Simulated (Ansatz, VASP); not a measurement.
**SiO2 in VASP and in Ansatz**

File INCAR:

```
  ALGO = Normal
  EDIFF = 1E-7
  ENCUT = 520
  GGA = PE
  ISIF = 2
  ISMEAR = 0
  LASPH = T
  LCHARG = T
  LELF = T
  LREAL = F
  LVHAR = T
  LWAVE = F
  NBANDS = 25
  NELM = 80
  PREC = Accurate
  SIGMA = 0.05
```

KPOINTS

```
k-points
0
Gamma
  6 6 6
```

POSCAR

```
SiO2
1.0
   -2.6390377331      2.6390377331      3.6893906705
    2.6390377331     -2.6390377331      3.6893906705
    2.6390377331      2.6390377331     -3.6893906705
Si O
2 4
Direct
    0.0000000000      0.0000000000      0.0000000000
    0.7500000000      0.2500000000      0.5000000000
    0.9670112602      0.6250000000      0.8420112602
    0.3750000000      0.2170112602      0.3420112602
    0.7829887398      0.1250000000      0.1579887398
    0.8750000000      0.0329887398      0.6579887398
```

Input for Ansatz:

```yaml
crystal:
  lattice:
    - [-2.6390377331, 2.6390377331, 3.6893906705]
    - [2.6390377331, -2.6390377331, 3.6893906705]
    - [2.6390377331, 2.6390377331, -3.6893906705]
  atoms:
    - { symbol: Si, position: [0.0, 0.0, 0.0] }
    - { symbol: Si, position: [0.75, 0.25, 0.5] }
    - { symbol: O, position: [0.9670112602, 0.625, 0.8420112602] }
    - { symbol: O, position: [0.375, 0.2170112602, 0.3420112602] }
    - { symbol: O, position: [0.7829887398, 0.125, 0.1579887398] }
    - { symbol: O, position: [0.875, 0.0329887398, 0.6579887398] }
basis:
  ecutwfc: 420
kpoints:
  mp_grid: { grid: [6, 6, 6] }
hamiltonian:
  xc: pbe
scf:
  occupations: { method: gaussian, width: 0.05 }
output:
  forces: true
  stress: true
  eigenvalues: true
```

Change from the starting cell: strain +0.050 along x and y, +0.000 along z, atoms carried along.

Alike in both runs: task single point; functional PBE; k mesh 6 × 6 × 6; occupations gaussian, width 0.05 eV; no spin polarisation.

```csv
,VASP,Ansatz
version,VASP 6.6.1,Ansatz 0.2.0
potentials or method,"VASP PAW PBE potentials, release 64 (Si, O), cutoff 520 eV","scalar-relativistic, plane waves, PAW"
valence electrons in the cell,32,32
```

VASP gave:

| Item | Value |
| --- | --- |
| gap on the k mesh at the Fermi level (eV) | 5.04 |
| least direct gap on the mesh (eV) | 5.04 |
| pressure (GPa) | -12.3 |
| traceless stress, the component that is largest in VASP (GPa) | 2.12 |
| rms of the force components (eV/Å) | 0.412 |

Problem. Estimate Ansatz's values.

Solution. gap on the k mesh at the Fermi level (eV): 5.05; least direct gap on the mesh (eV): 5.05; pressure (GPa): -12.3; traceless stress, the component that is largest in VASP (GPa): 2.10; rms of the force components (eV/Å): 0.408.

Atom by atom the forces differ by 0.003 eV/Å (rms over components).
